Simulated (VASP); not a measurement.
## Al: single point with LDA

Al:

```
Al
1.0
     2.75340    0.00000    0.00000
    -1.37670    2.38451    0.00000
     0.00000    0.00000    5.06110
Al
2
Direct
  0.66667 0.33333 0.75000
  0.33333 0.66667 0.25000
```

This isn't the form of Al at room conditions, which is fcc.

```
Program                : VASP 6.6.1
Task                   : single point
Functional             : LDA
Potentials or basis    : VASP PAW LDA potentials, release 64 (Al)
Cutoff                 : 520 eV
k mesh                 : 18 × 18 × 10
Occupations            : gaussian, width 0.15 eV
Spin                   : no spin polarisation
Dipole correction      : no
Further INCAR settings : ALGO = Fast; EDIFF = 1e-06; NBANDS = 10
```

| Property | Result |
| --- | --- |
| Pressure | -1.8 GPa |
| Band gap on the k mesh | zero (bands 3 and 4 overlap by 6.04 eV) |

Stress tensor (GPa, compression positive):
```
 0.28  0.00  0.00
 0.00  0.28  0.00
 0.00  0.00 -5.93
```

Levels at points of the mesh, in eV from the Fermi level:
```
           k point  band 1  band 2  band 3  band 4  band 5  band 6  band 7  band 8
(0.00, 0.00, 0.00)  -11.02   -5.74   -4.99   10.01   10.48   12.38   12.38   12.43
(0.50, 0.00, 0.00)   -4.70   -4.69    0.14    0.73    0.95    1.52    6.99    8.36
(0.00, 0.00, 0.50)   -9.59   -9.59    1.43    1.43   13.18   13.18   13.18   13.18
(0.50, 0.00, 0.50)   -3.67   -3.67   -2.90   -2.90    7.09    7.09    7.18    7.18
```

It took 19 s on 1 thread of AMD EPYC 9R45 96-Core Processor (Zen 5), with other jobs on the host, peak memory 0.14 GiB.
